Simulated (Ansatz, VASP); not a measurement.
# Two plane-wave programs on InSb

```
In Sb
1.0
     0.00000    3.03962    3.95151
     3.03962    0.00000    3.95151
     3.03962    3.03962    0.00000
In Sb
1 1
Direct
  0.00000 0.00000 0.00000
  0.75000 0.75000 0.75000
```

Alike in both runs: task single point; functional PBE; k mesh 18 × 18 × 18; occupations gaussian, width 0.15 eV; no spin polarisation.

```csv
,VASP,Ansatz
version,VASP 6.6.1,Ansatz 0.2.0
potentials or method,"VASP PAW PBE potentials, release 64 (In_d, Sb), cutoff 520 eV","scalar-relativistic, plane waves, PAW"
valence electrons in the cell,18,28
```

Ansatz gave:

| Item | Value |
| --- | --- |
| gap on the k mesh at the Fermi level (eV) | none |
| pressure (GPa) | -0.3 |
| traceless stress, the component that is largest in VASP (GPa) | -5.48 |

Question: Estimate VASP's values.

Answer: gap on the k mesh at the Fermi level (eV): none; pressure (GPa): -0.3; traceless stress, the component that is largest in VASP (GPa): -5.47.

A gap of «none» marks a metal or a gap that the smearing closes. VASP's potentials hold 18 valence electrons a cell and Ansatz's 28, so a difference there can come from the potentials and not from the codes.

Neither program's run includes spin-orbit coupling.
